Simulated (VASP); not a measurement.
# InSb3 (P4/mmm) in VASP: further runs

Runs on InSb3. Level: PBEsol. Tasks: single point.

Program: VASP 6.6.1. These are calculated values, not measurements. Logs are shortened: lines on timing, memory, paths and dates and some standing lists are left out, and cuts for length are marked.

## 1. The cell of the first run

The structure is tetragonal, space group P4/mmm (No. 123). The conventional cell has a = 4.328 Å, b = 4.328 Å, c = 5.192 Å, α = 90.00°, β = 90.00°, γ = 90.00°. In (site symmetry 4/mmm) has 12 Sb at 3.06 to 3.38 Å within 4.0 Å. Within 4.0 Å of Sb (site symmetry mmm) lie 8 Sb at 3.06 to 3.38 Å and 4 In at 3.38 Å. Sb (site symmetry 4/mmm) has 4 In at 3.06 Å and 8 Sb at 3.38 Å within 4.0 Å.

## 2. Single point, PBEsol (24.32 Å³/atom)

INCAR reads:

```
PREC = Accurate
ENCUT = 520
EDIFF = 1E-6
ISMEAR = 0
SIGMA = 0.15
LREAL = False
LASPH = True
NELM = 80
ALGO = Normal
ISIF = 2
LWAVE = False
LCHARG = False
GGA = PS
NBANDS = 22
```

KPOINTS reads:

```
Automatic mesh
0
Gamma
  10 10 10
```

POSCAR reads:

```
InSb3
1.0
    4.3281790942      0.0000000000      0.0000000000
    0.0000000000      4.3281790942      0.0000000000
    0.0000000000      0.0000000000      5.1920836413
In Sb
1 3
Direct
    0.0000000000      0.0000000000      0.0000000000
    0.5000000000      0.0000000000      0.5000000000
    0.0000000000      0.5000000000      0.5000000000
    0.5000000000      0.5000000000      0.0000000000
```

Potentials or basis: VASP PAW PBE potentials, release 64 (In_d, Sb).

Command:

```
$ cat potpaw_PBE.64/In_d/POTCAR potpaw_PBE.64/Sb/POTCAR > POTCAR
$ mpirun -np 1 vasp_std > vasp.out
```

OUTCAR:

```text
PREC = Accurate
   ENCUT = 520
   EDIFF = 1E-6
   ISMEAR = 0
   LREAL = False
   LASPH = True
   NELM = 80
   ISIF = 2
   GGA = PS

 ion  position               nearest neighbor table
   1  0.000  0.000  0.000-   4 3.06   4 3.06   4 3.06   4 3.06   3 3.38   3 3.38   3 3.38   3 3.38
                             2 3.38   2 3.38   2 3.38   2 3.38
   2  0.500  0.000  0.500-   3 3.06   3 3.06   3 3.06   3 3.06   4 3.38   1 3.38   4 3.38   4 3.38
                             1 3.38   4 3.38   1 3.38   1 3.38
   3  0.000  0.500  0.500-   2 3.06   2 3.06   2 3.06   2 3.06   4 3.38   1 3.38   1 3.38   1 3.38
                             4 3.38   4 3.38   4 3.38   1 3.38
   4  0.500  0.500  0.000-   1 3.06   1 3.06   1 3.06   1 3.06   3 3.38   2 3.38   2 3.38   2 3.38
                             3 3.38   3 3.38   3 3.38   2 3.38

  LATTYP: Found a simple tetragonal cell.
 ALAT       =     4.3281790942
 C/A-ratio  =     1.1996000000

  Lattice vectors:

 A1 = (   4.3281790942,   0.0000000000,   0.0000000000)
 A2 = (   0.0000000000,   4.3281790942,   0.0000000000)
 A3 = (   0.0000000000,   0.0000000000,   5.1920836413)

Analysis of symmetry for initial positions (statically):
=====================================================================
 Subroutine PRICEL returns:
 Original cell was already a primitive cell.

 Routine SETGRP: Setting up the symmetry group for a
 simple tetragonal supercell.

 Subroutine GETGRP returns: Found 16 space group operations
 (whereof 16 operations were pure point group operations)
 out of a pool of 16 trial point group operations.

The static configuration has the point symmetry D_4h.

Analysis of symmetry for dynamics (positions and initial velocities):
=====================================================================
 Subroutine PRICEL returns:
 Original cell was already a primitive cell.

 Routine SETGRP: Setting up the symmetry group for a
 simple tetragonal supercell.

 Subroutine GETGRP returns: Found 16 space group operations
 (whereof 16 operations were pure point group operations)
 out of a pool of 16 trial point group operations.

The dynamic configuration has the point symmetry D_4h.

 Subroutine INISYM returns: Found 16 space group operations
 (whereof 16 operations are pure point group operations),
 and found     1 'primitive' translations

----------------------------------------------------------------------------------------

                                     Primitive cell

  volume of cell :      97.2640

  direct lattice vectors                    reciprocal lattice vectors
     4.328179094  0.000000000  0.000000000     0.231044044  0.000000000  0.000000000
     0.000000000  4.328179094  0.000000000     0.000000000  0.231044044  0.000000000
     0.000000000  0.000000000  5.192083641     0.000000000  0.000000000  0.192600903

  length of vectors
     4.328179094  4.328179094  5.192083641     0.231044044  0.231044044  0.192600903

  position of ions in fractional coordinates (direct lattice)
     0.000000000  0.000000000  0.000000000
     0.500000000  0.000000000  0.500000000
     0.000000000  0.500000000  0.500000000
     0.500000000  0.500000000  0.000000000

  ion indices of the primitive-cell ions
   primitive index   ion index
                 1           1
                 2           2
                 3           3
                 4           4

----------------------------------------------------------------------------------------

 KPOINTS: Automatic mesh

Automatic generation of k-mesh.
 Grid dimensions read from file:
 generate k-points for:   10   10   10

 Generating k-lattice:

  Cartesian coordinates                     Fractional coordinates (reciprocal lattice)
     0.023104404  0.000000000  0.000000000     0.100000000  0.000000000  0.000000000
     0.000000000  0.023104404  0.000000000     0.000000000  0.100000000  0.000000000
     0.000000000  0.000000000  0.019260090     0.000000000  0.000000000  0.100000000

  Length of vectors
     0.023104404  0.023104404  0.019260090

  Shift w.r.t. Gamma in fractional coordinates (k-lattice)
     0.000000000  0.000000000  0.000000000

 Subroutine IBZKPT returns following result:
 ===========================================

 Found    126 irreducible k-points:

 Following reciprocal coordinates:
            Coordinates               Weight
  0.000000  0.000000  0.000000      1.000000
  0.100000  0.000000  0.000000      4.000000
  0.200000  0.000000  0.000000      4.000000
  0.300000  0.000000  0.000000      4.000000
  0.400000  0.000000  0.000000      4.000000
  0.500000  0.000000  0.000000      2.000000
[... 16 lines left out ...]
  0.100000  0.000000  0.100000      8.000000
  0.200000  0.000000  0.100000      8.000000
 [... further k-points ...]
   k-points           NKPTS =    126   k-points in BZ     NKDIM =    126   number of bands    NBANDS=     22
   number of dos      NEDOS =    301   number of ions     NIONS =      4
   total plane-waves  NPLWV =  40960
   dimension x,y,z NGX =    32 NGY =   32 NGZ =   40
   dimension x,y,z NGXF=    64 NGYF=   64 NGZF=   80
   ions per type =               1   3
   NGX,Y,Z   is equivalent  to a cutoff of  12.29, 12.29, 12.81 a.u.
   NGXF,Y,Z  is equivalent  to a cutoff of  24.58, 24.58, 25.62 a.u.
 SYSTEM =  unknown system
   PREC   = accura    normal or accurate (medium, high low for compatibility)
   ISTART =      0    job   : 0-new  1-cont  2-samecut
   ICHARG =      2    charge: 1-file 2-atom 10-const
   ISPIN  =      1    spin polarized calculation?
   LNONCOLLINEAR =      F non collinear calculations
   LSORBIT =      F    spin-orbit coupling
   LASPH  =      T    aspherical Exc in radial PAW
   ENCUT  =  520.0 eV  38.22 Ry    6.18 a.u.   8.05  8.05  9.65*2*pi/ulx,y,z
   NELM   =     80;   NELMIN=  2; NELMDL= -5     # of ELM steps
   EDIFF  = 0.1E-05   stopping-criterion for ELM
   LREAL  =      F    real-space projection
   EDIFFG = 0.1E-04   stopping-criterion for IOM
   NSW    =      0    number of steps for IOM
   IBRION =     -1    ionic relax: 0-MD 1-quasi-New 2-CG
   NFREE  =      0    steps in history (QN), initial steepest desc. (CG)
   ISIF   =      2    stress and relaxation
   ISYM   =      2    0-nonsym 1-usesym 2-fastsym
   POTIM  = 0.5000    time-step for ionic-motion
   TEBEG  =    0.0;   TEEND  =   0.0 temperature during run
   PSTRESS=    0.0 pullay stress
   NELECT =      28.0000    total number of electrons
   NUPDOWN=      -1.0000    fix difference up-down
   EMIN   =  10.00;   EMAX   =-10.00  energy-range for DOS
   EFERMI =   0.00;   METHOD = LEGACY
   ISMEAR =     0;   SIGMA  =   0.15  broadening in eV -4-tet -1-fermi 0-gaus
   EFERMI_NEDOS =   21; number of points for ismear=-14 and -15
   IALGO  =     38    algorithm
   IMIX   =      4    mixing-type and parameters
     AMIX     =   0.40;   BMIX     =  1.00
     AMIX_MAG =   1.60;   BMIX_MAG =  1.00
  volume/ion in A,a.u.               =      24.32       164.09
  Fermi-wavevector in a.u.,A,eV,Ry     =   1.080961  2.042721 15.898098  1.168477
  Thomas-Fermi vector in A             =   2.216966
   LORBIT       =      0    0 simple, 1 ext, 2 COOP (PROOUT), +10 PAW based schemes
   GGA     = PS    functional components
   LHFCALC =     F    Hartree Fock is set to
   AEXX    =    0.0000 exact exchange contribution
   IVDW    =     0    specifies the selected vdW correction
   LEPSILON=     F    determine dielectric tensor
   LRPA    =     F    only Hartree local field effects (RPA)
 non-spin polarized calculation
 Gauss-broadening in eV      SIGMA  =   0.15
  energy-cutoff  :      520.00
  volume of cell :       97.26
 maximum number of plane-waves:      2668
   NGX = 17   NGY = 17   NGZ = 19

 number of electron      27.9999990 magnetization

 Free energy of the ion-electron system (eV)
  ---------------------------------------------------
  ext. energy  EPLUGINS =         0.00000000
  ---------------------------------------------------
  free energy    TOTEN  =       -15.89113022 eV

  energy without entropy =      -15.86962703  energy(sigma->0) =      -15.88037863

 E-fermi :   9.3411     XC(G=0): -10.7650

 val. band max:        9.3398870707   @ k =   0.2000   0.1000   0.3000
 cond. band min:       9.3508831550   @ k =   0.5000   0.1000   0.0000
 fundamental gap:      0.0109960843
 Fermi energy:         9.3411478705

 k-point     1 :       0.0000    0.0000    0.0000
  band No.  band energies     occupation
      1      -5.2309      2.00000
      2      -5.1726      2.00000
      3      -5.1641      2.00000
      4      -5.1528      2.00000
      5      -5.1528      2.00000
      6      -3.8294      2.00000
[... 14 lines left out ...]
     21      14.3295      0.00000
     22      14.3295      0.00000

 k-point     2 :       0.1000    0.0000    0.0000
  band No.  band energies     occupation
      1      -5.2276      2.00000
      2      -5.1698      2.00000
      3      -5.1680      2.00000
      4      -5.1556      2.00000
      5      -5.1527      2.00000
      6      -3.7495      2.00000
[... 14 lines left out ...]
     21      14.3873      0.00000
     22      14.9663      0.00000

 k-point     3 :       0.2000    0.0000    0.0000
  band No.  band energies     occupation
      1      -5.2194      2.00000
      2      -5.1783      2.00000
      3      -5.1627      2.00000
      4      -5.1619      2.00000
      5      -5.1525      2.00000
      6      -3.5105      2.00000
[... 14 lines left out ...]
     21      15.4362      0.00000
     22      15.5337      0.00000
[... 476 lines left out ...]
 k-point    23 :       0.1000    0.0000    0.1000
  band No.  band energies     occupation
      1      -5.2265      2.00000
      2      -5.1695      2.00000
      3      -5.1680      2.00000
      4      -5.1567      2.00000
      5      -5.1535      2.00000
      6      -3.6974      2.00000
[... 14 lines left out ...]
     21      14.6851      0.00000
     22      15.3713      0.00000

 k-point    24 :       0.2000    0.0000    0.1000
  band No.  band energies     occupation
      1      -5.2182      2.00000
      2      -5.1783      2.00000
      3      -5.1645      2.00000
      4      -5.1615      2.00000
      5      -5.1532      2.00000
      6      -3.4579      2.00000
[... 14 lines left out ...]
     21      14.9705      0.00000
     22      15.0521      0.00000

 [... further k-points ...]

------------------------ aborting loop because EDIFF is reached ----------------------------------------

  FORCE on cell =-STRESS in cart. coord.  units (eV):
  Direction    XX          YY          ZZ          XY          YZ          ZX
  --------------------------------------------------------------------------------------
  -------------------------------------------------------------------------------------
  Total        4.3122296      4.3122296      3.1215784      0.0000000     -0.0000000      0.0000000
  in kB       71.0330287     71.0330287     51.4200742      0.0000000     -0.0000000      0.0000000
  external PRESSURE =      64.4953772 kB  Pullay stress =       0.0000000 kB

 VOLUME and BASIS-vectors are now :
 -----------------------------------------------------------------------------
  energy-cutoff  :      520.00
  volume of cell :       97.26
      direct lattice vectors                 reciprocal lattice vectors
     4.328179094  0.000000000  0.000000000     0.231044044  0.000000000  0.000000000
     0.000000000  4.328179094  0.000000000     0.000000000  0.231044044  0.000000000
     0.000000000  0.000000000  5.192083641     0.000000000  0.000000000  0.192600903

 POSITION                                       TOTAL-FORCE (eV/Angst)
 -----------------------------------------------------------------------------------
      0.00000      0.00000      0.00000         0.000000      0.000000      0.000000
      2.16409      0.00000      2.59604         0.000000      0.000000      0.000000
      0.00000      2.16409      2.59604         0.000000      0.000000      0.000000
      2.16409      2.16409      0.00000         0.000000      0.000000      0.000000
 -----------------------------------------------------------------------------------
    total drift:                               -0.000000      0.000000     -0.000000

  FREE ENERGIE OF THE ION-ELECTRON SYSTEM (eV)
  ---------------------------------------------------
  free  energy   TOTEN  =       -15.8911302168 eV

  energy  without entropy=      -15.8696270346  energy(sigma->0) =      -15.88037863
```

It took 3.7 min on 1 thread of Intel Xeon 8259CL, shared host; peak memory 0.38 GiB.

What came out:

```yaml
Free_energy: -15.8911 eV
Pressure: 6.4 GPa
Band_gap_on_the_k_mesh: zero (bands 14 and 15 overlap by 3.92 eV)
```

Caveat: the cell stands under pressure; the PAW data sets were made with another functional, which shifts forces and pressure a little; spin-orbit coupling is left out, which moves the levels of the heavy elements.

## 3. Single point, PBEsol (25.72 Å³/atom)

This run uses another cell than the first one, of 25.72 Å³/atom.

INCAR reads:

```
PREC     = Accurate       # precision mode
ENCUT    = 520            # plane-wave cutoff, eV
EDIFF    = 1E-7           # SCF threshold, eV
ISMEAR   = 0              # smearing method
SIGMA    = 0.15           # smearing width, eV
LREAL    = False          # projectors in reciprocal space
LASPH    = True           # aspherical terms in the spheres
NELM     = 80             # most SCF steps
ALGO     = Normal         # electronic algorithm
ISIF     = 2              # what is computed and relaxed
LWAVE    = False          # write WAVECAR
LCHARG   = False          # write CHGCAR
GGA      = PS             # functional
NBANDS   = 22             # bands
```

KPOINTS is that of step 2.

POSCAR reads:

```
InSb3
1.0
    4.7818197393      0.0000000000      0.0000000000
    0.0000000000      4.7818197393      0.0000000000
    0.0000000000      0.0000000000      4.5001705566
In Sb
1 3
Direct
    0.0000000000      0.0000000000      0.0000000000
    0.5000000000      0.0000000000      0.5000000000
    0.0000000000      0.5000000000      0.5000000000
    0.5000000000      0.5000000000      0.0000000000
```

Potentials or basis: VASP PAW PBE potentials, release 64 (In_d, Sb).

Command:

```
$ cat potpaw_PBE.64/In_d/POTCAR potpaw_PBE.64/Sb/POTCAR > POTCAR
$ mpirun -np 1 vasp_std > vasp.out
```

OUTCAR:

```text
PREC = Accurate
   ENCUT = 520
   EDIFF = 1E-7
   ISMEAR = 0
   LREAL = False
   LASPH = True
   NELM = 80
   ISIF = 2
   GGA = PS

 ion  position               nearest neighbor table
   1  0.000  0.000  0.000-   2 3.28   3 3.28   2 3.28   3 3.28   3 3.28   3 3.28   2 3.28   2 3.28
                             4 3.38   4 3.38   4 3.38   4 3.38
   2  0.500  0.000  0.500-   1 3.28   4 3.28   1 3.28   4 3.28   4 3.28   4 3.28   1 3.28   1 3.28
                             3 3.38   3 3.38   3 3.38   3 3.38
   3  0.000  0.500  0.500-   1 3.28   4 3.28   1 3.28   4 3.28   1 3.28   1 3.28   4 3.28   4 3.28
                             2 3.38   2 3.38   2 3.38   2 3.38
   4  0.500  0.500  0.000-   2 3.28   3 3.28   2 3.28   3 3.28   2 3.28   2 3.28   3 3.28   3 3.28
                             1 3.38   1 3.38   1 3.38   1 3.38

  LATTYP: Found a simple tetragonal cell.
 ALAT       =     4.7818197393
 C/A-ratio  =     0.9411000000

  Lattice vectors:

 A1 = (   4.7818197393,   0.0000000000,   0.0000000000)
 A2 = (   0.0000000000,   4.7818197393,   0.0000000000)
 A3 = (   0.0000000000,   0.0000000000,   4.5001705566)

Analysis of symmetry for initial positions (statically):
=====================================================================
[... 181 lines left out ...]
 fundamental gap:      0.0198236297
 Fermi energy:         8.6267400747

 k-point     1 :       0.0000    0.0000    0.0000
  band No.  band energies     occupation
      1      -5.8654      2.00000
      2      -5.8518      2.00000
      3      -5.8337      2.00000
      4      -5.8337      2.00000
      5      -5.8331      2.00000
      6      -4.1019      2.00000
[... 589 lines left out ...]
     21      14.4459      0.00000
     22      14.4866      0.00000

 [... further k-points ...]

------------------------ aborting loop because EDIFF is reached ----------------------------------------

  FORCE on cell =-STRESS in cart. coord.  units (eV):
  Direction    XX          YY          ZZ          XY          YZ          ZX
  --------------------------------------------------------------------------------------
  -------------------------------------------------------------------------------------
  Total        1.1262581      1.1262581      1.0631568      0.0000000      0.0000000      0.0000000
  in kB       17.5361055     17.5361055     16.5536029      0.0000000      0.0000000      0.0000000
  external PRESSURE =      17.2086047 kB  Pullay stress =       0.0000000 kB

 VOLUME and BASIS-vectors are now :
 -----------------------------------------------------------------------------
  energy-cutoff  :      520.00
  volume of cell :      102.90
      direct lattice vectors                 reciprocal lattice vectors
     4.781819739  0.000000000  0.000000000     0.209125407  0.000000000  0.000000000
     0.000000000  4.781819739  0.000000000     0.000000000  0.209125407  0.000000000
     0.000000000  0.000000000  4.500170557     0.000000000  0.000000000  0.222213800

 POSITION                                       TOTAL-FORCE (eV/Angst)
 -----------------------------------------------------------------------------------
      0.00000      0.00000      0.00000         0.000000      0.000000      0.000000
      2.39091      0.00000      2.25009         0.000000      0.000000      0.000000
      0.00000      2.39091      2.25009         0.000000      0.000000      0.000000
      2.39091      2.39091      0.00000         0.000000      0.000000      0.000000
 -----------------------------------------------------------------------------------
    total drift:                                0.000000     -0.000000     -0.000000

  FREE ENERGIE OF THE ION-ELECTRON SYSTEM (eV)
  ---------------------------------------------------
  free  energy   TOTEN  =       -16.0576473699 eV

  energy  without entropy=      -16.0378628279  energy(sigma->0) =      -16.04775510
```

OSZICAR:

```text
N       E                     dE             d eps       ncg     rms          rms(c)
DAV:   1     0.191914522987E+03    0.19191E+03   -0.11057E+04  5544   0.120E+03
DAV:   2     0.750428992633E+00   -0.19116E+03   -0.18434E+03  6030   0.299E+02
DAV:   3    -0.155374558487E+02   -0.16288E+02   -0.15643E+02  7022   0.883E+01
DAV:   4    -0.160892089371E+02   -0.55175E+00   -0.54970E+00  6244   0.166E+01
DAV:   5    -0.161145098779E+02   -0.25301E-01   -0.25297E-01  8486   0.379E+00    0.386E+00
DAV:   6    -0.160717699722E+02    0.42740E-01   -0.66228E-02  6678   0.366E+00    0.216E+00
DAV:   7    -0.160583316517E+02    0.13438E-01   -0.30974E-02  7660   0.192E+00    0.245E-01
DAV:   8    -0.160576702451E+02    0.66141E-03   -0.28976E-03  6518   0.688E-01    0.656E-02
DAV:   9    -0.160576481101E+02    0.22135E-04   -0.13693E-04  6882   0.902E-02    0.205E-02
DAV:  10    -0.160576479948E+02    0.11525E-06   -0.90809E-06  7606   0.208E-02    0.719E-03
DAV:  11    -0.160576475233E+02    0.47153E-06   -0.62525E-07  7038   0.566E-03    0.119E-03
DAV:  12    -0.160576474027E+02    0.12055E-06   -0.35983E-08  4212   0.138E-03    0.514E-04
DAV:  13    -0.160576473699E+02    0.32790E-07   -0.88578E-09  4080   0.939E-04
   1 F= -.16057647E+02 E0= -.16047755E+02  d E =-.197845E-01
```

It took 5 min on 1 thread of Intel Xeon 8259CL, shared host; peak memory 0.4 GiB.

What came out:

| Quantity | Value |
| --- | --- |
| Free energy | -16.0576 eV |
| Pressure | 1.7 GPa |
| Band gap on the k mesh | zero (bands 14 and 15 overlap by 4.63 eV) |

Caveat: the PAW data sets were made with another functional, which shifts forces and pressure a little; spin-orbit coupling is left out, which moves the levels of the heavy elements.

(Part 1 of 2 ends here.)

The gap in the log of VASP goes by the Fermi energy; the results here count the filled bands.